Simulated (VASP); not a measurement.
Wanted: the native input for a VASP 6.6.1 run.

| Property | Result |
| --- | --- |
| Task | single point |
| Functional | PBE |
| Dispersion | D3(BJ) |
| Potentials or basis | VASP PAW PBE potentials, release 64 (S, Ta_pv) |
| Cutoff | 400 eV |
| k mesh | 12 × 12 × 1 |
| Occupations | gaussian, width 0.05 eV |
| Spin | no spin polarisation |
| Dipole correction | yes |
| Further INCAR settings | ALGO = Normal; EDIFF = 1e-06; NBANDS = 18; NELMDL = -8 |

The structure of TaS2 lies in POSCAR:

```
TaS2
1.0
    3.3806003760      0.0000000000      0.0000000000
   -1.6903001880      2.9276858060      0.0000000000
    0.0000000000      0.0000000000     26.1236725850
S Ta
2 1
Direct
    0.6666666667      0.3333333333      0.4413972847
    0.3333333333      0.6666666667      0.5586027153
    0.0000000000      0.0000000000      0.5000000000
```

These files were run (other wordings do the same):

INCAR

```
PREC     = Accurate       # precision mode
ENCUT    = 400            # plane-wave cutoff, eV
EDIFF    = 1E-6           # SCF threshold, eV
ISMEAR   = 0              # smearing method
SIGMA    = 0.05           # smearing width, eV
LREAL    = F              # projectors in reciprocal space
LASPH    = T              # aspherical terms in the spheres
NELM     = 120            # most SCF steps
ALGO     = Normal         # electronic algorithm
ISIF     = 2              # what is computed and relaxed
LWAVE    = F              # write WAVECAR
LCHARG   = F              # write CHGCAR
LDIPOL   = T            
IDIPOL   = 3            
DIPOL    = 0.5 0.5 0.500
GGA      = PE             # functional
IVDW     = 12             # dispersion correction
NBANDS   = 18             # bands
GGA_COMPAT= F            
NELMDL   = -8
```

KPOINTS

```
Automatic mesh
0
Gamma
  12 12 1
```

Potentials or basis: VASP PAW PBE potentials, release 64 (S, Ta_pv).

Command:

```sh
$ cat potpaw_PBE.64/S/POTCAR potpaw_PBE.64/Ta_pv/POTCAR > POTCAR
$ mpirun -np 1 vasp_std > vasp.out
```

It gave:

```yaml
Largest_force: 0.078 eV/Å
Band_gap_on_the_k_mesh: zero (an odd number of electrons rules out a gap without spin polarisation)
Dispersion_energy_per_atom: -0.279 eV
```

Caveat: spin-orbit coupling is left out, which moves the levels of the heavy elements.

Run time: 3.1 min on 1 thread of Intel Xeon 8259CL (shared host), peak memory 0.33 GiB.
